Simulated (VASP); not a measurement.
Here is a VASP 6.6.1 calculation.

File INCAR:

```
SYSTEM = ZnO
  ALGO = Normal
  EDIFF = 1E-6
  ENCUT = 520
  ISIF = 2
  ISMEAR = 0
  LASPH = .TRUE.
  LCHARG = .FALSE.
  LREAL = .FALSE.
  LWAVE = .FALSE.
  NBANDS = 26
  NELM = 80
  PREC = Accurate
  SIGMA = 0.05
```

The input KPOINTS:

```
k-points
0
G
  9 9 4
  0 0 0
```

POSCAR

```
ZnO
1.0
    3.3372866661      0.0000000000      0.0000000000
   -1.6686433330      2.8901750325      0.0000000000
    0.0000000000      0.0000000000      7.0234847298
Zn O
2 2
Direct
    0.0000000000      0.0000000000      0.7500000000
    0.0000000000      0.0000000000      0.2500000000
    0.3333333333      0.6666666667      0.2500000000
    0.6666666667      0.3333333333      0.7500000000
```

Potentials or basis: VASP PAW LDA potentials, release 64 (Zn, O).

Run with:

```sh
$ cat potpaw_LDA.64/Zn/POTCAR potpaw_LDA.64/O/POTCAR > POTCAR
$ mpirun -np 1 vasp_std > vasp.out
```

(1) Estimate the pressure.

(2) Estimate the band gap on the k mesh.

## Answers

(1) -10.8 GPa.

(2) 0.71 eV, direct.

Caveat: the cell differs from its parent crystal (strain +0.015 along x and y, -0.015 along z).
